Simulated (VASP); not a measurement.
# SrTiO3 (Pm-3m) in VASP: single point with r2SCAN

Aim: the single point of SrTiO3 with r2SCAN.

Program: VASP 6.6.1. These are calculated values, not measurements. Logs are shortened: lines on timing, memory, paths and dates and some standing lists are left out, and cuts for length are marked.

## Step 1: The cell of the first run

It takes space group Pm-3m (No. 221, cubic). Conventional cell: a = 3.902 Å, b = 3.902 Å, c = 3.902 Å, α = 90.00°, β = 90.00°, γ = 90.00°. Within 3.6 Å of Sr (site symmetry m-3m) lie 12 O at 2.76 Å and 8 Ti at 3.38 Å. Within 2.6 Å of Ti (site symmetry m-3m) lie 6 O at 1.95 Å. Within 2.6 Å of O (site symmetry 4/mmm) lie 2 Ti at 1.95 Å. Within 2.6 Å of O (site symmetry 4/mmm) lie 2 Ti at 1.95 Å.

## Step 2: Single point, r2SCAN, collinear spin, zero start

Contents of POSCAR:

```
SrTiO3
1.0
   -3.9023399700      0.0000000000     -3.9023399700
    0.0000000000     -3.9023399700      0.0000000000
   -3.9023399700      0.0000000000      3.9023399700
Sr Ti O
2 2 6
Direct
    0.0000000000      0.0000000000      0.0000000000
    0.5000000000      0.0000000000      0.5000000000
    0.0000000000      0.5000000000      0.5000000000
    0.5000000000      0.5000000000      0.0000000000
    0.7500000000      0.5000000000      0.2500000000
    0.2500000000      0.5000000000      0.7500000000
    0.0000000000      0.0000000000      0.5000000000
    0.5000000000      0.0000000000      0.0000000000
    0.7500000000      0.5000000000      0.7500000000
    0.2500000000      0.5000000000      0.2500000000
```

Contents of INCAR.step1:

```
ALGO = Normal ; EDIFF = 1E-4
ENCUT = 520 ; GGA = PE
ISMEAR = 1 ; ISPIN = 2
LASPH = True ; LCHARG = False
LMAXMIX = 4 ; LREAL = False
LWAVE = True ; MAGMOM = 0 0 0 0 0 0 0 0 0 0
NBANDS = 55 ; NELM = 150
PREC = Accurate ; SIGMA = 0.0343
```

Contents of INCAR.step2:

```
ALGO = Normal ; EDIFF = 1E-6
ENCUT = 520 ; ISIF = 2
ISMEAR = 1 ; ISPIN = 2
ISTART = 1 ; LASPH = True
LCHARG = True ; LELF = True
LMAXMIX = 4 ; LMIXTAU = True
LORBIT = 11 ; LREAL = False
LVHAR = True ; LWAVE = False
MAGMOM = 0 0 0 0 0 0 0 0 0 0 ; METAGGA = R2SCAN
NBANDS = 55 ; NELM = 150
PREC = Accurate ; SIGMA = 0.0343
```

Contents of KPOINTS:

```
Automatic mesh
0
Gamma
  3 5 3
  0 0.5 0
```

Potentials or basis: VASP PAW PBE potentials, release 64 (Sr_sv, Ti_sv, O).

Run with:

```bash
cat potpaw_PBE.64/Sr_sv/POTCAR potpaw_PBE.64/Ti_sv/POTCAR potpaw_PBE.64/O/POTCAR > POTCAR
cp INCAR.step1 INCAR
mpirun -np 1 vasp_std > vasp.out
cp INCAR.step2 INCAR
mpirun -np 1 vasp_std > vasp.out
```

OUTCAR:

```text
EDIFF = 1E-6
   ENCUT = 520
   ISIF = 2
   ISMEAR = 1
   ISPIN = 2
   ISTART = 1
   LASPH = True
   LORBIT = 11
   LREAL = False
   METAGGA = R2SCAN
   NELM = 150
   PREC = Accurate

 ion  position               nearest neighbor table
   1  0.000  0.000  0.000-   5 2.76   6 2.76   7 2.76   8 2.76   9 2.76  10 2.76   7 2.76   5 2.76
                             6 2.76   9 2.76  10 2.76   8 2.76   4 3.38   3 3.38   3 3.38   3 3.38
   2  0.500  0.000  0.500-   5 2.76   6 2.76   7 2.76   8 2.76   9 2.76  10 2.76   8 2.76   5 2.76
                             6 2.76   9 2.76  10 2.76   7 2.76   4 3.38   4 3.38   3 3.38   3 3.38
   3  0.000  0.500  0.500-   5 1.95   6 1.95   7 1.95   9 1.95  10 1.95   7 1.95   1 3.38   1 3.38
                             1 3.38   2 3.38   2 3.38   1 3.38   2 3.38   2 3.38
   4  0.500  0.500  0.000-   5 1.95   6 1.95   8 1.95   9 1.95  10 1.95   8 1.95   1 3.38   2 3.38
                             1 3.38   2 3.38   2 3.38   2 3.38   1 3.38   1 3.38
   5  0.750  0.500  0.250-   3 1.95   4 1.95   1 2.76   2 2.76   1 2.76   2 2.76
   6  0.250  0.500  0.750-   3 1.95   4 1.95   1 2.76   2 2.76   1 2.76   2 2.76
   7  0.000  0.000  0.500-   3 1.95   3 1.95   1 2.76   1 2.76   2 2.76   2 2.76
   8  0.500  0.000  0.000-   4 1.95   4 1.95   1 2.76   2 2.76   2 2.76   1 2.76
   9  0.750  0.500  0.750-   3 1.95   4 1.95   1 2.76   2 2.76   1 2.76   2 2.76
  10  0.250  0.500  0.250-   3 1.95   4 1.95   1 2.76   2 2.76   1 2.76   2 2.76

  LATTYP: Found a simple tetragonal cell.
 ALAT       =     5.5187421106
 C/A-ratio  =     0.7071067812

  Lattice vectors:

 A1 = (   3.9023399700,   0.0000000000,   3.9023399700)
 A2 = (  -3.9023399700,   0.0000000000,   3.9023399700)
 A3 = (   0.0000000000,  -3.9023399700,   0.0000000000)

Analysis of symmetry for initial positions (statically):
=====================================================================
 Subroutine PRICEL returns following result:

  LATTYP: Found a simple cubic cell.
 ALAT       =     3.9023399700
[... 12 lines left out ...]
 Subroutine GETGRP returns: Found 16 space group operations
 (whereof 16 operations were pure point group operations)
 out of a pool of 16 trial point group operations.

The static configuration has the point symmetry D_4h.

Analysis of symmetry for dynamics (positions and initial velocities):
=====================================================================
 Subroutine PRICEL returns following result:

  LATTYP: Found a simple cubic cell.
 ALAT       =     3.9023399700
[... 12 lines left out ...]
 Subroutine GETGRP returns: Found 16 space group operations
 (whereof 16 operations were pure point group operations)
 out of a pool of 16 trial point group operations.

The dynamic configuration has the point symmetry D_4h.

[... 167 lines left out ...]
 fundamental gap:      2.2911124393
 Fermi energy:         3.8944586097

 spin component 1

 k-point     1 :       0.0000    0.1000    0.0000
  band No.  band energies     occupation
      1     -54.7994      1.00000
      2     -54.7960      1.00000
      3     -30.0757      1.00000
      4     -30.0757      1.00000
      5     -30.0370      1.00000
      6     -29.9997      1.00000
[... 484 lines left out ...]
     51      12.5133      0.00000
     52      12.7192      0.00000
 Fermi energy:         3.8944586097

 spin component 2

 k-point     1 :       0.0000    0.1000    0.0000
  band No.  band energies     occupation
      1     -54.7994      1.00000
      2     -54.7960      1.00000
      3     -30.0757      1.00000
      4     -30.0757      1.00000
      5     -30.0370      1.00000
      6     -29.9997      1.00000
[... 484 lines left out ...]
     51      12.5133      0.00000
     52      12.7192      0.00000
 [bands above 52 left out]

------------------------ aborting loop because EDIFF is reached ----------------------------------------

  FORCE on cell =-STRESS in cart. coord.  units (eV):
  Direction    XX          YY          ZZ          XY          YZ          ZX
  --------------------------------------------------------------------------------------
  -------------------------------------------------------------------------------------
  Total        1.2225762      1.1418937      1.2225762      0.0000000      0.0000000      0.0000000
  in kB       16.4809115     15.3932720     16.4809115      0.0000000      0.0000000      0.0000000
  external PRESSURE =      16.1183650 kB  Pullay stress =       0.0000000 kB

 VOLUME and BASIS-vectors are now :
 -----------------------------------------------------------------------------
  energy-cutoff  :      520.00
  volume of cell :      118.85
      direct lattice vectors                 reciprocal lattice vectors
    -3.902339970  0.000000000 -3.902339970    -0.128128252  0.000000000 -0.128128252
     0.000000000 -3.902339970  0.000000000     0.000000000 -0.256256504  0.000000000
    -3.902339970  0.000000000  3.902339970    -0.128128252  0.000000000  0.128128252

 POSITION                                       TOTAL-FORCE (eV/Angst)
 -----------------------------------------------------------------------------------
      0.00000      0.00000      0.00000        -0.000000     -0.000000      0.000000
     -3.90234      0.00000      0.00000        -0.000000     -0.000000      0.000000
     -1.95117     -1.95117      1.95117         0.000000     -0.000000     -0.000000
     -1.95117     -1.95117     -1.95117        -0.000000     -0.000000      0.000000
     -3.90234     -1.95117     -1.95117         0.000000      0.000000      0.000000
     -3.90234     -1.95117      1.95117        -0.000000     -0.000000     -0.000000
     -1.95117      0.00000      1.95117        -0.000000     -0.000000      0.000000
     -1.95117      0.00000     -1.95117         0.000000     -0.000000     -0.000000
     -5.85351     -1.95117      0.00000         0.000000     -0.000000     -0.000000
     -1.95117     -1.95117      0.00000        -0.000000      0.000000     -0.000000
 -----------------------------------------------------------------------------------
    total drift:                                0.000000     -0.000000     -0.000000

  FREE ENERGIE OF THE ION-ELECTRON SYSTEM (eV)
  ---------------------------------------------------
  free  energy   TOTEN  =      -126.6491806107 eV

  energy  without entropy=     -126.6493885722  energy(sigma->0) =     -126.64924993

 total charge

# of ion       s       p       d       tot
------------------------------------------
    1        1.998   5.885   0.186   8.070
    2        1.998   5.885   0.186   8.070
    3        2.227   6.321   1.693  10.241
    4        2.227   6.321   1.693  10.241
    5        1.568   3.526   0.000   5.094
    6        1.568   3.526   0.000   5.094
    7        1.568   3.525   0.000   5.093
    8        1.568   3.525   0.000   5.093
    9        1.568   3.526   0.000   5.094
   10        1.568   3.526   0.000   5.094
--------------------------------------------------
tot         17.860  45.565   3.759  67.184

 magnetization (x)

# of ion       s       p       d       tot
------------------------------------------
    1        0.000   0.000  -0.000   0.000
    2        0.000   0.000  -0.000   0.000
    3        0.000   0.000  -0.000  -0.000
    4        0.000   0.000  -0.000  -0.000
    5       -0.000   0.000   0.000   0.000
    6       -0.000   0.000   0.000   0.000
    7        0.000   0.000   0.000   0.000
    8        0.000   0.000   0.000   0.000
    9       -0.000   0.000   0.000   0.000
   10       -0.000   0.000   0.000   0.000
--------------------------------------------------
tot          0.000   0.000  -0.000   0.000
```

OSZICAR.step1:

```text
N       E                     dE             d eps       ncg     rms          rms(c)
DAV:   1     0.981502595889E+03    0.98150E+03   -0.40198E+04  1980   0.162E+03
DAV:   2     0.458129289173E+02   -0.93569E+03   -0.86443E+03  2085   0.473E+02
DAV:   3    -0.914408026682E+02   -0.13725E+03   -0.13488E+03  2472   0.175E+02
DAV:   4    -0.100316860597E+03   -0.88761E+01   -0.88508E+01  3112   0.410E+01
DAV:   5    -0.100688762183E+03   -0.37190E+00   -0.37156E+00  2720   0.665E+00    0.388E+01
DAV:   6    -0.799087713765E+02    0.20780E+02   -0.94045E+01  2924   0.659E+01    0.214E+01
DAV:   7    -0.802939383421E+02   -0.38517E+00   -0.15500E+01  2665   0.228E+01    0.160E+01
DAV:   8    -0.803035758456E+02   -0.96375E-02   -0.26369E+00  2667   0.135E+01    0.414E+00
DAV:   9    -0.801481291233E+02    0.15545E+00   -0.63433E-01  2652   0.674E+00    0.137E+00
DAV:  10    -0.801556786434E+02   -0.75495E-02   -0.20861E-01  2537   0.221E+00    0.124E+00
DAV:  11    -0.801380889948E+02    0.17590E-01   -0.43470E-02  2862   0.189E+00    0.174E-01
DAV:  12    -0.801383191329E+02   -0.23014E-03   -0.57233E-03  2697   0.384E-01    0.884E-02
DAV:  13    -0.801383436871E+02   -0.24554E-04   -0.39827E-04  2236   0.203E-01
   1 F= -.80138344E+02 E0= -.80138413E+02  d E =0.208498E-03  mag=     0.0000
```

It took 6.7 min on 1 thread of AMD EPYC 7R13 (Zen 3), shared host; peak memory 0.3 GiB.

Results:

| Item | Value |
| --- | --- |
| Free energy | -126.6492 eV |
| Pressure | 1.6 GPa |
| Band gap on the k mesh | 2.29 eV |
| Net moment | 0.00 μB per cell |
| Valence electrons inside the program's atomic spheres | Sr 8.07; Ti 10.24; O 5.09 |

Stress tensor (GPa, compression positive):
```
1.65 0.00 0.00
0.00 1.54 0.00
0.00 0.00 1.65
```

Caveat: the PAW data sets were made with another functional, which shifts forces and pressure a little; a shifted mesh leaves out Γ, where band edges can lie. r2SCAN opens gaps a little over a GGA but as a rule still falls short of measured ones.
